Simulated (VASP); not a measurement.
# Mo2W in VASP: single point with PBE

Aim: the single point of Mo2W with PBE.

All numbers are computed with VASP 6.6.1; they aren't measurements. Logs are shortened: lines on timing, memory, paths and dates and some standing lists are left out, and cuts for length are marked.

## 1. The cell of the first run

The typed cell holds 6 atoms: a = 3.172 Å, b = 5.250 Å, c = 6.344 Å, α = 107.61°, β = 90.00°, γ = 107.61°.

## 2. Single point, PBE

Input file INCAR:

```
  PREC = Accurate
  ENCUT = 520
  EDIFF = 1E-6
  ISMEAR = 0
  SIGMA = 0.2
  LREAL = F
  LASPH = T
  NELM = 60
  ALGO = Fast
  ISIF = 2
  LWAVE = F
  LCHARG = T
  GGA = PE
  LELF = T
  LVHAR = T
  NBANDS = 51
```

Input file KPOINTS:

```
regular mesh
0
Gamma
  8 8 4
```

Input file POSCAR:

```
Mo2W
1.0
   -3.1724639507     -0.0000904338      0.0007103115
    1.5875337509      1.5870790540     -4.7455072834
   -0.0001755432     -6.3444691629      0.0011460647
Mo W
4 2
Direct
    0.6665343888      0.3330997503      0.8332746600
    0.6664889463      0.3330817336      0.3332611624
    0.3334756585      0.6669034573      0.6667253187
    0.3335199693      0.6669189058      0.1667448741
    1.0000062290     -0.0000059950      0.4999976000
   -0.0000251920      0.0000021479     -0.0000036151
```

Potentials or basis: VASP PAW PBE potentials, release 64 (Mo_sv, W_sv).

Started as:

```console
> cat potpaw_PBE.64/Mo_sv/POTCAR potpaw_PBE.64/W_sv/POTCAR > POTCAR
> mpirun -np 1 vasp_std > vasp.out
```

OUTCAR:

```text
PREC = Accurate
   ENCUT = 520
   EDIFF = 1E-6
   ISMEAR = 0
   LREAL = F
   LASPH = T
   NELM = 60
   ISIF = 2
   GGA = PE

 ion  position               nearest neighbor table
   1  0.667  0.333  0.833-   5 2.74   6 2.74   5 2.74   6 2.74   4 2.75   3 2.75   4 2.75   3 2.75
                             3 3.16   6 3.16   2 3.17   2 3.17
   2  0.666  0.333  0.333-   6 2.74   5 2.74   6 2.74   5 2.75   3 2.75   3 2.75   4 2.75   4 2.75
                             4 3.16   5 3.16   1 3.17   1 3.17
   3  0.333  0.667  0.667-   6 2.74   5 2.74   6 2.74   5 2.74   2 2.75   1 2.75   2 2.75   1 2.75
                             1 3.16   5 3.16   4 3.17   4 3.17
   4  0.334  0.667  0.167-   5 2.74   6 2.74   5 2.74   6 2.75   1 2.75   1 2.75   2 2.75   2 2.75
                             2 3.16   6 3.16   3 3.17   3 3.17
   5  0.000  1.000  0.500-   4 2.74   1 2.74   2 2.74   3 2.74   4 2.74   1 2.74   3 2.74   2 2.75
                             3 3.16   2 3.16   6 3.17   6 3.17
   6  1.000  0.000  1.000-   2 2.74   3 2.74   4 2.74   1 2.74   2 2.74   3 2.74   1 2.74   4 2.75
                             1 3.16   4 3.16   5 3.17   5 3.17

  LATTYP: Found a triclinic cell.
 ALAT       =     6.9027824288
 B/A-ratio  =     0.9191176651
 C/A-ratio  =     0.4595920651
 COS(alpha) =     0.0000562150
 COS(beta)  =     0.2294986458
 COS(gamma) =     0.6890942134

  Lattice vectors:

 A1 = (  -1.5851057430,  -4.7574805427,  -4.7436509072)
 A2 = (  -0.0001755432,  -6.3444691629,   0.0011460647)
 A3 = (  -3.1724639507,  -0.0000904338,   0.0007103115)

Analysis of symmetry for initial positions (statically):
=====================================================================
 Subroutine PRICEL returns:
 Original cell was already a primitive cell.

 Routine SETGRP: Setting up the symmetry group for a
 triclinic supercell.

 Subroutine GETGRP returns: Found  1 space group operations
 (whereof  1 operations were pure point group operations)
 out of a pool of  2 trial point group operations.

The static configuration has the point symmetry C_1 .

Analysis of symmetry for dynamics (positions and initial velocities):
=====================================================================
 Subroutine PRICEL returns:
 Original cell was already a primitive cell.

 Routine SETGRP: Setting up the symmetry group for a
 triclinic supercell.

 Subroutine GETGRP returns: Found  1 space group operations
 (whereof  1 operations were pure point group operations)
 out of a pool of  2 trial point group operations.

The dynamic configuration has the point symmetry C_1 .

 Subroutine INISYM returns: Found  1 space group operations
 (whereof  1 operations are pure point group operations),
 and found     1 'primitive' translations

----------------------------------------------------------------------------------------

                                     Primitive cell

  volume of cell :      95.5027

  direct lattice vectors                    reciprocal lattice vectors
    -3.172463951 -0.000090434  0.000710311    -0.315236020 -0.000010328 -0.105460635
     1.587533751  1.587079054 -4.745507283    -0.000047187 -0.000038069 -0.210754145
    -0.000175543 -6.344469163  0.001146065    -0.000007310 -0.157627123 -0.052718981

  length of vectors
     3.172464032  5.249659295  6.344469269     0.332408926  0.210754154  0.166209509

  position of ions in fractional coordinates (direct lattice)
     0.666534389  0.333099750  0.833274660
     0.666488946  0.333081734  0.333261162
     0.333475658  0.666903457  0.666725319
     0.333519969  0.666918906  0.166744874
     0.000006229  0.999994005  0.499997600
     0.999974808  0.000002148  0.999996385

  ion indices of the primitive-cell ions
   primitive index   ion index
                 1           1
                 2           2
                 3           3
                 4           4
                 5           5
                 6           6

----------------------------------------------------------------------------------------

 KPOINTS: regular mesh

Automatic generation of k-mesh.
 Grid dimensions read from file:
 generate k-points for:    8    8    4

 Generating k-lattice:

  Cartesian coordinates                     Fractional coordinates (reciprocal lattice)
    -0.039404502 -0.000001291 -0.013182579     0.125000000  0.000000000 -0.000000000
    -0.000005898 -0.000004759 -0.026344268     0.000000000  0.125000000 -0.000000000
    -0.000001828 -0.039406781 -0.013179745     0.000000000 -0.000000000  0.250000000

  Length of vectors
     0.041551116  0.026344269  0.041552377

  Shift w.r.t. Gamma in fractional coordinates (k-lattice)
     0.000000000  0.000000000  0.000000000

 Subroutine IBZKPT returns following result:
 ===========================================

 Found    132 irreducible k-points:

 Following reciprocal coordinates:
            Coordinates               Weight
  0.000000  0.000000  0.000000      1.000000
  0.125000  0.000000  0.000000      2.000000
  0.250000  0.000000  0.000000      2.000000
  0.375000 -0.000000  0.000000      2.000000
  0.500000  0.000000  0.000000      1.000000
 -0.000000  0.125000 -0.000000      2.000000
[... 16 lines left out ...]
  0.125000  0.375000 -0.000000      2.000000
  0.250000  0.375000  0.000000      2.000000
 [... further k-points ...]
   k-points           NKPTS =    132   k-points in BZ     NKDIM =    132   number of bands    NBANDS=     51
   number of dos      NEDOS =    301   number of ions     NIONS =      6
   total plane-waves  NPLWV =  46080
   dimension x,y,z NGX =    24 NGY =   40 NGZ =   48
   dimension x,y,z NGXF=    48 NGYF=   80 NGZF=   96
   ions per type =               4   2
   NGX,Y,Z   is equivalent  to a cutoff of  12.58, 12.67, 12.58 a.u.
   NGXF,Y,Z  is equivalent  to a cutoff of  25.15, 25.33, 25.16 a.u.
 SYSTEM =  unknown system
   PREC   = accura    normal or accurate (medium, high low for compatibility)
   ISTART =      0    job   : 0-new  1-cont  2-samecut
   ICHARG =      2    charge: 1-file 2-atom 10-const
   ISPIN  =      1    spin polarized calculation?
   LNONCOLLINEAR =      F non collinear calculations
   LSORBIT =      F    spin-orbit coupling
   LASPH  =      T    aspherical Exc in radial PAW
   ENCUT  =  520.0 eV  38.22 Ry    6.18 a.u.   5.90  9.76 11.80*2*pi/ulx,y,z
   NELM   =     60;   NELMIN=  2; NELMDL= -5     # of ELM steps
   EDIFF  = 0.1E-05   stopping-criterion for ELM
   LREAL  =      F    real-space projection
   EDIFFG = 0.1E-04   stopping-criterion for IOM
   NSW    =      0    number of steps for IOM
   IBRION =     -1    ionic relax: 0-MD 1-quasi-New 2-CG
   NFREE  =      0    steps in history (QN), initial steepest desc. (CG)
   ISIF   =      2    stress and relaxation
   ISYM   =      2    0-nonsym 1-usesym 2-fastsym
   POTIM  = 0.5000    time-step for ionic-motion
   TEBEG  =    0.0;   TEEND  =   0.0 temperature during run
   PSTRESS=    0.0 pullay stress
   NELECT =      84.0000    total number of electrons
   NUPDOWN=      -1.0000    fix difference up-down
   EMIN   =  10.00;   EMAX   =-10.00  energy-range for DOS
   EFERMI =   0.00;   METHOD = LEGACY
   ISMEAR =     0;   SIGMA  =   0.20  broadening in eV -4-tet -1-fermi 0-gaus
   EFERMI_NEDOS =   21; number of points for ismear=-14 and -15
   IALGO  =     68    algorithm
   IMIX   =      4    mixing-type and parameters
     AMIX     =   0.40;   BMIX     =  1.00
     AMIX_MAG =   1.60;   BMIX_MAG =  1.00
  volume/ion in A,a.u.               =      15.92       107.41
  Fermi-wavevector in a.u.,A,eV,Ry     =   1.568541  2.964113 33.474713  2.460322
  Thomas-Fermi vector in A             =   2.670557
   LORBIT       =      0    0 simple, 1 ext, 2 COOP (PROOUT), +10 PAW based schemes
   GGA     = PE    functional components
   LHFCALC =     F    Hartree Fock is set to
   AEXX    =    0.0000 exact exchange contribution
   IVDW    =     0    specifies the selected vdW correction
   LEPSILON=     F    determine dielectric tensor
   LRPA    =     F    only Hartree local field effects (RPA)
 non-spin polarized calculation
 RMM-DIIS sequential band-by-band and
 Gauss-broadening in eV      SIGMA  =   0.20
  energy-cutoff  :      520.00
  volume of cell :       95.50
 maximum number of plane-waves:      2600
   NGX = 11   NGY = 19   NGZ = 23

 number of electron      84.0000005 magnetization

 Free energy of the ion-electron system (eV)
  ---------------------------------------------------
  ext. energy  EPLUGINS =         0.00000000
  ---------------------------------------------------
  free energy    TOTEN  =       -69.69082313 eV

  energy without entropy =      -69.61187407  energy(sigma->0) =      -69.65134860

 E-fermi :  12.0080     XC(G=0): -13.4017

 val. band max:       12.0013936063   @ k =   0.0000  -0.2500   0.2500
 cond. band min:      12.0376461437   @ k =   0.3750   0.1250   0.0000
 fundamental gap:      0.0362525374
 Fermi energy:        12.0080444934

 k-point     1 :       0.0000    0.0000    0.0000
  band No.  band energies     occupation
      1     -62.1587      2.00000
      2     -62.1496      2.00000
      3     -49.1548      2.00000
      4     -49.0339      2.00000
      5     -49.0235      2.00000
      6     -48.9378      2.00000
[... 43 lines left out ...]
     50      13.9034      0.00000
     51      14.2238      0.00000

 k-point     2 :       0.1250    0.0000    0.0000
  band No.  band energies     occupation
      1     -62.1573      2.00000
      2     -62.1483      2.00000
      3     -49.1442      2.00000
      4     -49.0310      2.00000
      5     -49.0207      2.00000
      6     -48.9432      2.00000
[... 43 lines left out ...]
     50      13.9698      0.00000
     51      14.3649      0.00000

 k-point     3 :       0.2500    0.0000    0.0000
  band No.  band energies     occupation
      1     -62.1541      2.00000
      2     -62.1453      2.00000
      3     -49.1149      2.00000
      4     -49.0241      2.00000
      5     -49.0139      2.00000
      6     -48.9601      2.00000
[... 1123 lines left out ...]
     50      14.4613      0.00000
     51      14.6301      0.00000

 k-point    24 :       0.2500    0.3750    0.0000
  band No.  band energies     occupation
      1     -62.1541      2.00000
      2     -62.1453      2.00000
      3     -49.1072      2.00000
      4     -49.0242      2.00000
      5     -49.0137      2.00000
      6     -48.9683      2.00000
[... 43 lines left out ...]
     50      14.1794      0.00000
     51      14.3451      0.00000

 [... further k-points ...]

------------------------ aborting loop because EDIFF is reached ----------------------------------------

  FORCE on cell =-STRESS in cart. coord.  units (eV):
  Direction    XX          YY          ZZ          XY          YZ          ZX
  --------------------------------------------------------------------------------------
  -------------------------------------------------------------------------------------
  Total        0.3085740      0.3210202      0.3719601     -0.0031157      0.0260703      0.0341406
  in kB        5.1767128      5.3855133      6.2400937     -0.0522694      0.4373622      0.5727509
  external PRESSURE =       5.6007733 kB  Pullay stress =       0.0000000 kB

 VOLUME and BASIS-vectors are now :
 -----------------------------------------------------------------------------
  energy-cutoff  :      520.00
  volume of cell :       95.50
      direct lattice vectors                 reciprocal lattice vectors
    -3.172463951 -0.000090434  0.000710311    -0.315236020 -0.000010328 -0.105460635
     1.587533751  1.587079054 -4.745507283    -0.000047187 -0.000038069 -0.210754145
    -0.000175543 -6.344469163  0.001146065    -0.000007310 -0.157627123 -0.052718981

 POSITION                                       TOTAL-FORCE (eV/Angst)
 -----------------------------------------------------------------------------------
     -1.58590     -4.75809     -1.57930        -0.000766      0.000139     -0.020940
     -1.58569     -1.58580     -1.57979        -0.001687     -0.000845     -0.021911
      0.00068     -3.17162     -3.16379         0.001082     -0.000375      0.021168
      0.00065      0.00052     -3.16444         0.002027      0.001458      0.022125
      1.58742     -1.58515     -4.74491         0.000091     -0.000226     -0.000539
     -3.17256     -6.34453      0.00185        -0.000747     -0.000151      0.000098
 -----------------------------------------------------------------------------------
    total drift:                                0.000007      0.000018      0.000022

  FREE ENERGIE OF THE ION-ELECTRON SYSTEM (eV)
  ---------------------------------------------------
  free  energy   TOTEN  =       -69.6908231315 eV

  energy  without entropy=      -69.6118740688  energy(sigma->0) =      -69.65134860
```

Run time: 14 min. Hardware: 1 thread of Intel Xeon 8259CL, shared host; peak memory 0.57 GiB.

What came out:

```yaml
Free_energy: -69.6908 eV
Pressure: 0.6 GPa
Largest_force: 0.022 eV/Å
Band_gap_on_the_k_mesh: zero (bands 42 and 43 overlap by 1.69 eV)
```

Forces in eV/Å, atoms in the order of the input:
```
Mo  -0.001  0.000 -0.021
Mo  -0.002 -0.001 -0.022
Mo   0.001  0.000  0.021
Mo   0.002  0.001  0.022
W    0.000  0.000 -0.001
W   -0.001  0.000  0.000
```

Caveat: spin-orbit coupling is left out, which moves the levels of the heavy elements.
